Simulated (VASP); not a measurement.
The system is Hf2SeS3.

```
Hf Se S
1.0
     3.99102    0.00000    0.00000
     0.00000    3.99102    0.00000
     0.00000    0.00000    9.39345
Hf Se S
2 1 3
Direct
  0.50000 0.00000 0.14331
  0.00000 0.50000 0.85669
  0.50000 0.50000 0.50000
  0.00000 0.00000 0.29334
  0.00000 0.00000 0.70666
  0.50000 0.50000 0.00000
```

The cell was built from a structure type or drawn by symmetry, and may not be a known phase.

| Quantity | Value |
| --- | --- |
| Program | VASP 6.6.1 |
| Task | relaxation of cell and atoms |
| Functional | PBE |
| Potentials or basis | VASP PAW PBE potentials, release 64 (Hf_pv, Se, S) |
| Cutoff | 600 eV |
| k mesh | 4 × 4 × 2 |
| Occupations | gaussian, width 0.1 eV |
| Spin | no spin polarisation |

At the start: pressure 0.4 GPa; volume 24.94 Å³/atom.

Where does the relaxation end?

Over 29 steps the energy falls by 547.6 meV/atom and the volume is 23.92 Å³/atom (-4.1 %); space group P-4m2 (No. 115, to 0.1 Å) before and after.

The path:
```
step  energy change (eV)  largest force (eV/Å)  pressure (GPa)  volume (Å³)
   1              0.0000                2.4312            0.40       149.62
   2             -0.4682                0.9745            0.94       150.97
   3             -0.5404                0.6625            1.65       151.74
   4             -0.7055                0.4583           -2.16       158.55
   5             -0.7501                0.6794           -4.76       164.15
   6             -0.8005                0.7183           -5.09       164.67
   7             -0.9680                0.9309           -6.09       166.14
   8             -1.3204                1.1811           -7.92       168.61
   9             -1.7589                1.4766          -11.12       171.48
  10             -1.6630                1.5535           -9.96       170.68
  11             -1.8448                1.5111           -9.98       169.33
  12             -2.2490                1.3568           -9.87       164.95
  13             -1.9927                1.8027           -8.22       154.68
  14             -2.3260                1.4761           -9.68       162.15
  15             -2.5980                1.3546           -8.29       158.17
  16             -3.1124                0.9030           -2.71       146.61
  17             -2.2565                1.1232           17.24       125.18
  18             -3.1649                0.7156           -0.09       142.58
  19             -3.1665                0.6728            0.49       141.76
  20             -3.1756                0.6387            0.46       141.93
  21             -3.2001                0.5410            0.38       142.42
  22             -3.2368                0.3543            0.21       143.40
  23             -3.2649                0.1357           -0.13       145.38
  24             -3.2756                0.1187           -0.44       145.23
  25             -3.2776                0.1104           -0.62       145.13
  26             -3.2802                0.1506            0.60       142.84
  27             -3.2813                0.1366            0.17       143.64
  28             -3.2834                0.0939            0.12       143.60
  29             -3.2853                0.0028            0.03       143.53
```

Final structure:
```cif
data_structure
_symmetry_space_group_name_H-M 'P 1'
_symmetry_Int_Tables_number 1
_cell_length_a 4.5849
_cell_length_b 4.5849
_cell_length_c 6.8277
_cell_angle_alpha 90.000
_cell_angle_beta 90.000
_cell_angle_gamma 90.000
_cell_volume 143.53
loop_
_atom_site_label
_atom_site_type_symbol
_atom_site_fract_x
_atom_site_fract_y
_atom_site_fract_z
_atom_site_occupancy
Hf1 Hf 0.50000 0.00000 0.21615 1
Hf2 Hf 0.00000 0.50000 0.78385 1
Se1 Se 0.50000 0.50000 0.50000 1
S1 S 0.00000 0.00000 0.26808 1
S2 S 0.00000 0.00000 0.73192 1
S3 S 0.50000 0.50000 0.00000 1
```

Caveat: a cell axis changed by over 15 % at a fixed basis, so the end point is rough.
